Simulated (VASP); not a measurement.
# Sr (Fm-3m) in VASP: a series of runs

Sr is run at these levels: PBE; tasks: electric field gradients, single point.

All numbers are computed with VASP 6.6.1; they aren't measurements. Logs are shortened: lines on timing, memory, paths and dates and some standing lists are left out, and cuts for length are marked.

**1. The cell of the first run**

The structure is cubic, space group Fm-3m (No. 225). The conventional cell has a = 6.145 Å, b = 6.145 Å, c = 6.145 Å, α = 90.00°, β = 90.00°, γ = 90.00°. Within 5.7 Å of Sr (site symmetry m-3m) lie 12 Sr at 4.35 Å.

**2. Electric field gradients, PBE (58.01 Å³/atom)**

Input file INCAR:

```
SYSTEM = Sr
ALGO = Normal
EDIFF = 1E-8
ENCUT = 520
GGA = PE
ISIF = 2
ISMEAR = -1
LASPH = .TRUE.
LCHARG = .FALSE.
LEFG = .TRUE.
LREAL = .FALSE.
LWAVE = .FALSE.
NBANDS = 11
NELM = 60
PREC = Accurate
SIGMA = 0.08
```

Input file KPOINTS:

```
k-points
0
G
  10 10 10
  0 0 0
```

Input file POSCAR:

```
Sr
1.0
    0.0000000000      3.0724742364      3.0724742364
    3.0724742364      0.0000000000      3.0724742364
    3.0724742364      3.0724742364      0.0000000000
Sr
1
Direct
    0.0000000000      0.0000000000      0.0000000000
```

Potentials or basis: VASP PAW PBE potentials, release 64 (Sr_sv).

The run is started by

```bash
$ cat potpaw_PBE.64/Sr_sv/POTCAR > POTCAR
$ mpirun -np 1 vasp_std > vasp.out
```

OUTCAR:

```text
SYSTEM = Sr
   EDIFF = 1E-8
   ENCUT = 520
   GGA = PE
   ISIF = 2
   ISMEAR = -1
   LASPH = .TRUE.
   LREAL = .FALSE.
   NELM = 60
   PREC = Accurate

 ion  position               nearest neighbor table
   1  0.000  0.000  0.000-

  LATTYP: Found a face centered cubic cell.
 ALAT       =     6.1449484728

  Lattice vectors:

 A1 = (   0.0000000000,   3.0724742364,   3.0724742364)
 A2 = (   3.0724742364,   0.0000000000,   3.0724742364)
 A3 = (   3.0724742364,   3.0724742364,   0.0000000000)

Analysis of symmetry for initial positions (statically):
=====================================================================
 Subroutine PRICEL returns:
 Original cell was already a primitive cell.

 Routine SETGRP: Setting up the symmetry group for a
 face centered cubic supercell.

 Subroutine GETGRP returns: Found 48 space group operations
 (whereof 48 operations were pure point group operations)
 out of a pool of 48 trial point group operations.

The static configuration has the point symmetry O_h .

Analysis of symmetry for dynamics (positions and initial velocities):
=====================================================================
 Subroutine PRICEL returns:
 Original cell was already a primitive cell.

 Routine SETGRP: Setting up the symmetry group for a
 face centered cubic supercell.

 Subroutine GETGRP returns: Found 48 space group operations
 (whereof 48 operations were pure point group operations)
 out of a pool of 48 trial point group operations.

The dynamic configuration has the point symmetry O_h .

 Subroutine INISYM returns: Found 48 space group operations
 (whereof 48 operations are pure point group operations),
 and found     1 'primitive' translations

----------------------------------------------------------------------------------------

                                     Primitive cell

  volume of cell :      58.0089

  direct lattice vectors                    reciprocal lattice vectors
     0.000000000  3.072474236  3.072474236    -0.162735295  0.162735295  0.162735295
     3.072474236  0.000000000  3.072474236     0.162735295 -0.162735295  0.162735295
     3.072474236  3.072474236  0.000000000     0.162735295  0.162735295 -0.162735295

  length of vectors
     4.345134735  4.345134735  4.345134735     0.281865798  0.281865798  0.281865798

  position of ions in fractional coordinates (direct lattice)
     0.000000000  0.000000000  0.000000000

  ion indices of the primitive-cell ions
   primitive index   ion index
                 1           1

----------------------------------------------------------------------------------------

 KPOINTS: k-points

Automatic generation of k-mesh.
 Grid dimensions read from file:
 generate k-points for:   10   10   10

 Generating k-lattice:

  Cartesian coordinates                     Fractional coordinates (reciprocal lattice)
    -0.016273529  0.016273529  0.016273529     0.100000000  0.000000000  0.000000000
     0.016273529 -0.016273529  0.016273529     0.000000000  0.100000000  0.000000000
     0.016273529  0.016273529 -0.016273529     0.000000000  0.000000000  0.100000000

  Length of vectors
     0.028186580  0.028186580  0.028186580

  Shift w.r.t. Gamma in fractional coordinates (k-lattice)
     0.000000000  0.000000000  0.000000000

 Subroutine IBZKPT returns following result:
 ===========================================

 Found     47 irreducible k-points:

 Following reciprocal coordinates:
            Coordinates               Weight
  0.000000  0.000000  0.000000      1.000000
  0.100000  0.000000  0.000000      8.000000
  0.200000  0.000000  0.000000      8.000000
  0.300000  0.000000  0.000000      8.000000
  0.400000  0.000000  0.000000      8.000000
  0.500000  0.000000  0.000000      4.000000
[... 16 lines left out ...]
  0.300000  0.300000  0.000000      6.000000
  0.400000  0.300000  0.000000     24.000000
 [... further k-points ...]
   k-points           NKPTS =     47   k-points in BZ     NKDIM =     47   number of bands    NBANDS=     11
   number of dos      NEDOS =    301   number of ions     NIONS =      1
   total plane-waves  NPLWV =  32768
   dimension x,y,z NGX =    32 NGY =   32 NGZ =   32
   dimension x,y,z NGXF=    64 NGYF=   64 NGZF=   64
   ions per type =               1
   NGX,Y,Z   is equivalent  to a cutoff of  12.24, 12.24, 12.24 a.u.
   NGXF,Y,Z  is equivalent  to a cutoff of  24.49, 24.49, 24.49 a.u.
 SYSTEM =  Sr
   PREC   = accura    normal or accurate (medium, high low for compatibility)
   ISTART =      0    job   : 0-new  1-cont  2-samecut
   ICHARG =      2    charge: 1-file 2-atom 10-const
   ISPIN  =      1    spin polarized calculation?
   LNONCOLLINEAR =      F non collinear calculations
   LSORBIT =      F    spin-orbit coupling
   LASPH  =      T    aspherical Exc in radial PAW
   ENCUT  =  520.0 eV  38.22 Ry    6.18 a.u.   8.08  8.08  8.08*2*pi/ulx,y,z
   NELM   =     60;   NELMIN=  2; NELMDL= -5     # of ELM steps
   EDIFF  = 0.1E-07   stopping-criterion for ELM
   LREAL  =      F    real-space projection
   EDIFFG = 0.1E-06   stopping-criterion for IOM
   NSW    =      0    number of steps for IOM
   IBRION =     -1    ionic relax: 0-MD 1-quasi-New 2-CG
   NFREE  =      0    steps in history (QN), initial steepest desc. (CG)
   ISIF   =      2    stress and relaxation
   ISYM   =      2    0-nonsym 1-usesym 2-fastsym
   POTIM  = 0.5000    time-step for ionic-motion
   TEBEG  =    0.0;   TEEND  =   0.0 temperature during run
   PSTRESS=    0.0 pullay stress
   NELECT =      10.0000    total number of electrons
   NUPDOWN=      -1.0000    fix difference up-down
   EMIN   =  10.00;   EMAX   =-10.00  energy-range for DOS
   EFERMI =   0.00;   METHOD = LEGACY
   ISMEAR =    -1;   SIGMA  =   0.08  broadening in eV -4-tet -1-fermi 0-gaus
   EFERMI_NEDOS =   21; number of points for ismear=-14 and -15
   IALGO  =     38    algorithm
   IMIX   =      4    mixing-type and parameters
     AMIX     =   0.40;   BMIX     =  1.00
     AMIX_MAG =   1.60;   BMIX_MAG =  1.00
  volume/ion in A,a.u.               =      58.01       391.46
  Fermi-wavevector in a.u.,A,eV,Ry     =   0.911122  1.721771 11.294788  0.830143
  Thomas-Fermi vector in A             =   2.035364
   LORBIT       =      0    0 simple, 1 ext, 2 COOP (PROOUT), +10 PAW based schemes
   GGA     = PE    functional components
   LHFCALC =     F    Hartree Fock is set to
   AEXX    =    0.0000 exact exchange contribution
   IVDW    =     0    specifies the selected vdW correction
   LEPSILON=     F    determine dielectric tensor
   LRPA    =     F    only Hartree local field effects (RPA)
 non-spin polarized calculation
  energy-cutoff  :      520.00
  volume of cell :       58.01
 maximum number of plane-waves:      1588
   NGX = 17   NGY = 17   NGZ = 17

 number of electron      10.0000000 magnetization

 Free energy of the ion-electron system (eV)
  ---------------------------------------------------
  ext. energy  EPLUGINS =         0.00000000
  ---------------------------------------------------
  free energy    TOTEN  =        -1.64667015 eV

  energy without entropy =       -1.61769177  energy(sigma->0) =       -1.63218096

 E-fermi :   1.3951     XC(G=0):  -7.1911

 val. band max:        1.3878052291   @ k =  -0.4000   0.3000   0.0000
 cond. band min:       1.3974507406   @ k =  -0.4000   0.2000   0.1000
 fundamental gap:      0.0096455116
 Fermi energy:         1.3951110075

 k-point     1 :       0.0000    0.0000    0.0000
  band No.  band energies     occupation
      1     -35.3214      2.00000
      2     -17.2169      2.00000
      3     -17.2169      2.00000
      4     -17.2169      2.00000
      5      -2.1581      2.00000
      6       3.6892      0.00000
      7       3.6892      0.00000
      8       3.6892      0.00000
      9       5.0725      0.00000
     10       5.0725      0.00000
     11       8.3458      0.00000

 k-point     2 :       0.1000    0.0000    0.0000
  band No.  band energies     occupation
      1     -35.3204      2.00000
      2     -17.2326      2.00000
      3     -17.2191      2.00000
      4     -17.2191      2.00000
      5      -2.0055      2.00000
      6       3.4563      0.00000
      7       3.7586      0.00000
      8       3.7586      0.00000
      9       4.9838      0.00000
     10       4.9838      0.00000
     11       8.7240      0.00000
[... 295 lines left out ...]
 k-point    24 :       0.4000    0.3000    0.0000
  band No.  band energies     occupation
      1     -35.3100      2.00000
      2     -17.3396      2.00000
      3     -17.2673      2.00000
      4     -17.2623      2.00000
      5       0.0401      2.00000
      6       2.0556      0.00052
      7       2.7126      0.00000
      8       4.7496      0.00000
      9       5.0702      0.00000
     10       5.9628      0.00000
     11       7.4591      0.00000

 [... further k-points ...]
[... 5 lines left out ...]
  --------------------------------------------------------------------------------------
  -------------------------------------------------------------------------------------
  Total       -0.2076221     -0.2076221     -0.2076221      0.0000000      0.0000000      0.0000000
  in kB       -5.7344193     -5.7344193     -5.7344193      0.0000000      0.0000000      0.0000000
  external PRESSURE =      -5.7344193 kB  Pullay stress =       0.0000000 kB

 VOLUME and BASIS-vectors are now :
 -----------------------------------------------------------------------------
  energy-cutoff  :      520.00
  volume of cell :       58.01
      direct lattice vectors                 reciprocal lattice vectors
     0.000000000  3.072474236  3.072474236    -0.162735295  0.162735295  0.162735295
     3.072474236  0.000000000  3.072474236     0.162735295 -0.162735295  0.162735295
     3.072474236  3.072474236  0.000000000     0.162735295  0.162735295 -0.162735295

 POSITION                                       TOTAL-FORCE (eV/Angst)
 -----------------------------------------------------------------------------------
      0.00000      0.00000      0.00000         0.000000      0.000000      0.000000
 -----------------------------------------------------------------------------------
    total drift:                                0.000000      0.000000      0.000000

  FREE ENERGIE OF THE ION-ELECTRON SYSTEM (eV)
  ---------------------------------------------------
  free  energy   TOTEN  =        -1.6466701515 eV

  energy  without entropy=       -1.6176917740  energy(sigma->0) =       -1.63218096

 Electric field gradients (V/A^2)
---------------------------------------------------------------------
 ion       V_xx      V_yy      V_zz      V_xy      V_xz      V_yz
---------------------------------------------------------------------
   1       0.000    -0.000     0.000    -0.000    -0.000    -0.000
---------------------------------------------------------------------

 Electric field gradients after diagonalization (V/A^2)
 (convention: |V_zz| > |V_xx| > |V_yy|)
----------------------------------------------------------------------
 ion       V_xx      V_yy      V_zz     asymmetry (V_yy - V_xx)/ V_zz
----------------------------------------------------------------------
   1       0.000     0.000    -0.000       0.000
----------------------------------------------------------------------

           NMR quadrupolar parameters

 Cq : quadrupolar parameter    Cq=e*Q*V_zz/h
 eta: asymmetry parameters     (V_yy - V_xx)/ V_zz
 Q  : nuclear electric quadrupole moment in mb (millibarn)
----------------------------------------------------------------------
 ion       Cq(MHz)       eta       Q (mb)
----------------------------------------------------------------------
   1      -0.000       0.000       1.000
----------------------------------------------------------------------
```

Wall time 39 s (1 thread of Intel Xeon 8259CL, shared host); peak memory 0.18 GiB.

Results:

```yaml
Free_energy: -1.6467 eV
Pressure: -0.6 GPa
Band_gap_on_the_k_mesh: zero (bands 5 and 6 overlap by 0.06 eV)
Largest_electric_field_gradient_by_atom: under 0.05 V/Å² on every atom
```

**3. Electric field gradients, PBE (59.70 Å³/atom)**

This run uses another cell than the first one, of 59.70 Å³/atom.

Input file INCAR:

```
ALGO = Normal
EDIFF = 1E-8
ENCUT = 520
GGA = PE
ISIF = 2
ISMEAR = -1
LASPH = T
LCHARG = F
LEFG = T
LREAL = F
LWAVE = F
NBANDS = 11
NELM = 80
PREC = Accurate
SIGMA = 0.08
```

Input file KPOINTS:

```
k-points
0
Gamma
  10 10 10
```

Input file POSCAR:

```
Sr
1.0
    0.0000000000      3.1020190703      3.1020190703
    3.1020190703      0.0000000000      3.1020190703
    3.1020190703      3.1020190703      0.0000000000
Sr
1
Direct
    0.0000000000      0.0000000000      0.0000000000
```

Potentials or basis: VASP PAW PBE potentials, release 64 (Sr_sv).

The run is started by

```bash
$ cat potpaw_PBE.64/Sr_sv/POTCAR > POTCAR
$ mpirun -np 1 vasp_std > vasp.out
```

OUTCAR:

```text
EDIFF = 1E-8
   ENCUT = 520
   GGA = PE
   ISIF = 2
   ISMEAR = -1
   LASPH = T
   LREAL = F
   NELM = 80
   PREC = Accurate

 ion  position               nearest neighbor table
   1  0.000  0.000  0.000-

  LATTYP: Found a face centered cubic cell.
 ALAT       =     6.2040381406

  Lattice vectors:

 A1 = (   0.0000000000,   3.1020190703,   3.1020190703)
 A2 = (   3.1020190703,   0.0000000000,   3.1020190703)
 A3 = (   3.1020190703,   3.1020190703,   0.0000000000)

Analysis of symmetry for initial positions (statically):
=====================================================================
 Subroutine PRICEL returns:
 Original cell was already a primitive cell.

 Routine SETGRP: Setting up the symmetry group for a
 face centered cubic supercell.

 Subroutine GETGRP returns: Found 48 space group operations
 (whereof 48 operations were pure point group operations)
 out of a pool of 48 trial point group operations.

The static configuration has the point symmetry O_h .

Analysis of symmetry for dynamics (positions and initial velocities):
=====================================================================
 Subroutine PRICEL returns:
 Original cell was already a primitive cell.

 Routine SETGRP: Setting up the symmetry group for a
 face centered cubic supercell.

 Subroutine GETGRP returns: Found 48 space group operations
 (whereof 48 operations were pure point group operations)
 out of a pool of 48 trial point group operations.

The dynamic configuration has the point symmetry O_h .

 Subroutine INISYM returns: Found 48 space group operations
 (whereof 48 operations are pure point group operations),
[... 151 lines left out ...]
      1     -35.4728      2.00000
      2     -17.3715      2.00000
      3     -17.3715      2.00000
      4     -17.3715      2.00000
      5      -2.2063      2.00000
      6       3.5640      0.00000
      7       3.5640      0.00000
      8       3.5640      0.00000
      9       4.9043      0.00000
     10       4.9043      0.00000
     11       8.1667      0.00000
[... 309 lines left out ...]
 k-point    24 :       0.4000    0.3000    0.0000
  band No.  band energies     occupation
      1     -35.4629      2.00000
      2     -17.4817      2.00000
      3     -17.4169      2.00000
      4     -17.4124      2.00000
      5      -0.0481      2.00000
      6       1.9730      0.00043
      7       2.6032      0.00000
      8       4.5873      0.00000
      9       4.8947      0.00000
     10       5.7644      0.00000
     11       7.1793      0.00000

 [... further k-points ...]
[... 5 lines left out ...]
  --------------------------------------------------------------------------------------
  -------------------------------------------------------------------------------------
  Total       -0.3143426     -0.3143426     -0.3143426      0.0000000      0.0000000     -0.0000000
  in kB       -8.4362702     -8.4362702     -8.4362702      0.0000000      0.0000000     -0.0000000
  external PRESSURE =      -8.4362702 kB  Pullay stress =       0.0000000 kB

 VOLUME and BASIS-vectors are now :
 -----------------------------------------------------------------------------
  energy-cutoff  :      520.00
  volume of cell :       59.70
      direct lattice vectors                 reciprocal lattice vectors
     0.000000000  3.102019070  3.102019070    -0.161185340  0.161185340  0.161185340
     3.102019070  0.000000000  3.102019070     0.161185340 -0.161185340  0.161185340
     3.102019070  3.102019070  0.000000000     0.161185340  0.161185340 -0.161185340

 POSITION                                       TOTAL-FORCE (eV/Angst)
 -----------------------------------------------------------------------------------
      0.00000      0.00000      0.00000         0.000000      0.000000     -0.000000
 -----------------------------------------------------------------------------------
    total drift:                               -0.000000      0.000000      0.000000

  FREE ENERGIE OF THE ION-ELECTRON SYSTEM (eV)
  ---------------------------------------------------
  free  energy   TOTEN  =        -1.6392566333 eV

  energy  without entropy=       -1.6099047277  energy(sigma->0) =       -1.62458068

 Electric field gradients (V/A^2)
---------------------------------------------------------------------
 ion       V_xx      V_yy      V_zz      V_xy      V_xz      V_yz
---------------------------------------------------------------------
   1       0.000    -0.000     0.000    -0.000    -0.000    -0.000
---------------------------------------------------------------------

 Electric field gradients after diagonalization (V/A^2)
 (convention: |V_zz| > |V_xx| > |V_yy|)
----------------------------------------------------------------------
 ion       V_xx      V_yy      V_zz     asymmetry (V_yy - V_xx)/ V_zz
----------------------------------------------------------------------
   1       0.000     0.000    -0.000       0.000
----------------------------------------------------------------------

           NMR quadrupolar parameters

 Cq : quadrupolar parameter    Cq=e*Q*V_zz/h
 eta: asymmetry parameters     (V_yy - V_xx)/ V_zz
 Q  : nuclear electric quadrupole moment in mb (millibarn)
----------------------------------------------------------------------
 ion       Cq(MHz)       eta       Q (mb)
----------------------------------------------------------------------
   1      -0.000       0.000       1.000
----------------------------------------------------------------------
```

stdout:

```text
POSCAR found type information on POSCAR Sr
 POSCAR found :  1 types and       1 ions
 scaLAPACK will be used
 LDA part: xc-table for (Slater+PW92), standard interpolation
 POSCAR, INCAR and KPOINTS ok, starting setup
 FFT: planning ... GRIDC
 FFT: planning ... GRID_SOFT
 FFT: planning ... GRID
 WAVECAR not read
 entering main loop
ion   1
```

Wall time 52 s (1 thread of Intel Xeon 8259CL, shared host); peak memory 0.21 GiB.

Results:

- Free energy: -1.6393 eV
- Pressure: -0.8 GPa
- Band gap on the k mesh: zero (bands 5 and 6 overlap by 0.09 eV)
- Largest electric field gradient by atom: under 0.05 V/Å² on every atom

(Continued in part 2 of 2.)

The gap in the log of VASP goes by the Fermi energy; the results here count the filled bands.